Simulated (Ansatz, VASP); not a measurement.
# Two plane-wave programs on TiO2

```xyz
12
Lattice="4.8127 0.0000 0.0000 0.0000 4.8719 0.0000 -0.8629 0.0000 4.9666" Properties=species:S:1:pos:R:3 pbc="T T T"
Ti    1.1513    0.2573    1.0586
Ti    3.2300    2.6932    1.4247
Ti    2.7985    4.6146    3.9080
Ti    0.7198    2.1787    3.5419
O    -0.4276    0.8622    4.2293
O     3.9459    3.2981    3.2206
O     4.3774    4.0097    0.7373
O     0.0039    1.5738    1.7460
O     1.7406    3.6911    2.3183
O     2.6406    1.2552    0.1650
O     2.2092    1.1808    2.6483
O     1.3092    3.6167    4.8016
```

Alike in both runs: functional PBEsol; k mesh 6 × 6 × 6; occupations fermi-dirac, width 0.05 eV; no spin polarisation.

|  | VASP | Ansatz |
| --- | --- | --- |
| version | VASP 6.6.1 | Ansatz 0.2.0 |
| potentials or method | VASP PAW PBE potentials, release 64 (Ti_sv, O) | Ansatz PAW |
| plane-wave cutoff (eV) | 520 | 420 |
| valence electrons in the cell | 96 | 96 |
| task | single point | band structure |

Ansatz gave:

| Item | Value |
| --- | --- |
| gap on the k mesh at the Fermi level (eV) | 2.26 |
| least direct gap on the mesh (eV) | 2.33 |
| pressure (GPa) | -3.8 |
| traceless stress, the component that is largest in VASP (GPa) | -0.40 |
| rms of the force components (eV/Å) | 0.054 |

Problem. Estimate VASP's values.

Solution. gap on the k mesh at the Fermi level (eV): 2.24; least direct gap on the mesh (eV): 2.31; pressure (GPa): -3.0; traceless stress, the component that is largest in VASP (GPa): -0.38; rms of the force components (eV/Å): 0.041.

VASP's potentials were made for PBE, not for PBEsol. Atom by atom the forces differ by 0.020 eV/Å (rms over components).
